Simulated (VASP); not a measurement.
Runs of VASP 6.6.1 on Y. The structure is that of space group Fm-3m (No. 225), or close to it. The cells are those of the table. This isn't the form of Y at room conditions, which is hcp.

| task | level | potentials or basis | spin | cell | gap on the mesh (eV) | pressure (GPa) | moment (μB) |
| --- | --- | --- | --- | --- | --- | --- | --- |
| single point | LDA | VASP PAW LDA potentials, release 64 (Y_sv) | off | a = 3.514 Å, angles 60.0°, 1 atom | none | -1.9 | - |
| single point | PBE | VASP PAW PBE potentials, release 64 (Y_sv) | off | a = 3.514, b = 3.514, c = 3.541 Å, angles 59.8, 59.8, 59.5°, 1 atom | none | 2.3 | - |
| electric field gradients | PBE | VASP PAW PBE potentials, release 64 (Y_sv) | non-collinear, zero start, SOC | a = 3.514 Å, angles 60.0°, 1 atom | - | 2.2 | 0.00 |
| electric field gradients | PBE | VASP PAW PBE potentials, release 64 (Y_sv) | off | a = 3.506, b = 3.506, c = 3.532 Å, angles 59.8, 59.8, 60.5°, 1 atom | none | 2.3 | - |
| single point | PBE | VASP PAW PBE potentials, release 64 (Y_sv) | off | a = 3.506, b = 3.506, c = 3.532 Å, angles 59.8, 59.8, 60.5°, 1 atom | none | 2.3 | - |
| single point | PBE+D3(BJ) | VASP PAW PBE potentials, release 64 (Y_sv) | off | a = 3.506, b = 3.506, c = 3.532 Å, angles 59.8, 59.8, 60.5°, 1 atom | none | (a) | - |
| single point | PBE | VASP PAW PBE potentials, release 64 (Y_sv) | non-collinear, zero start, SOC | a = 3.514 Å, angles 60.0°, 1 atom | - | 2.2 | 0.00 |
| single point | PBE | VASP PAW PBE potentials, release 64 (Y_sv) | off | a = 3.514 Å, angles 60.0°, 1 atom | none | 2.3 | - |

Alike in all rows: k mesh 13 × 13 × 13; cutoff (eV) 520; smearing fermi-dirac 0.05 eV.

**Question.** Estimate the missing entries.

**Answer.** (a) 0.3.

A k mesh can miss the band edges, and rows without SOC leave out spin-orbit coupling on Y.

A gap of «none» marks levels without a gap at the run's occupations.
